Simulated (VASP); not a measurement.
Si: single point with LDA

Crystal: Si.

```xyz
4
Lattice="3.8538 0.0000 0.0000 -1.9269 3.3375 0.0000 0.0000 0.0000 6.1198" Properties=species:S:1:pos:R:3 pbc="T T T"
Si    0.0000    2.2250    0.4734
Si    1.9269    1.1125    3.5333
Si    0.0000    2.2250    2.5866
Si    1.9269    1.1125    5.6465
```

This isn't the form of Si at room conditions, which is diamond.

This cell differs from its parent crystal: atoms shifted along a free coordinate, c/a of the conventional cell at fixed volume 1.5880.

```json
{
  "Program": "VASP 6.6.1",
  "Task": "single point",
  "Functional": "LDA",
  "Potentials or basis": "VASP PAW LDA potentials, release 64 (Si)",
  "Cutoff": "520 eV",
  "k mesh": "12 × 12 × 6",
  "Occupations": "gaussian, width 0.03 eV",
  "Spin": "no spin polarisation"
}
```

| Property | Result |
| --- | --- |
| Pressure | 3.0 GPa |
| Largest force | 3.910 eV/Å |
| Band gap on the k mesh | zero (bands 8 and 9 overlap by 0.47 eV) |

Forces on the atoms (eV/Å):
```
Si   0.000  0.000 -3.910
Si   0.000  0.000 -3.910
Si   0.000  0.000  3.910
Si   0.000  0.000  3.910
```

Stress tensor (GPa, compression positive):
```
-6.49  0.00  0.00
 0.00 -6.49  0.00
 0.00  0.00 21.98
```

Levels at points of the mesh, in eV from the Fermi level:
| k point | band 5 | band 6 | band 7 | band 8 | band 9 | band 10 | band 11 | band 12 |
| --- | --- | --- | --- | --- | --- | --- | --- | --- |
| (0.00, 0.00, 0.00) | -1.88 | -1.47 | 0.28 | 0.28 | 0.60 | 1.18 | 1.18 | 3.13 |
| (0.50, 0.00, 0.00) | -5.47 | -3.89 | -3.39 | -1.16 | 0.07 | 1.85 | 1.95 | 2.36 |
| (0.00, 0.00, 0.50) | -1.16 | -1.16 | -1.16 | -1.16 | 1.56 | 1.56 | 2.65 | 2.65 |
| (0.50, 0.00, 0.50) | -2.97 | -2.97 | -2.61 | -2.61 | 0.45 | 0.45 | 1.73 | 1.73 |

It took 110 s on 1 thread of Intel(R) Xeon(R) Platinum 8488C (Sapphire Rapids), on a shared host, peak memory 0.2 GiB.

Caveat: semilocal functionals underestimate gaps, so a narrow gap can read as zero; forces of over 1 eV/Å act on the atoms, so gaps and moduli don't describe the material at rest.
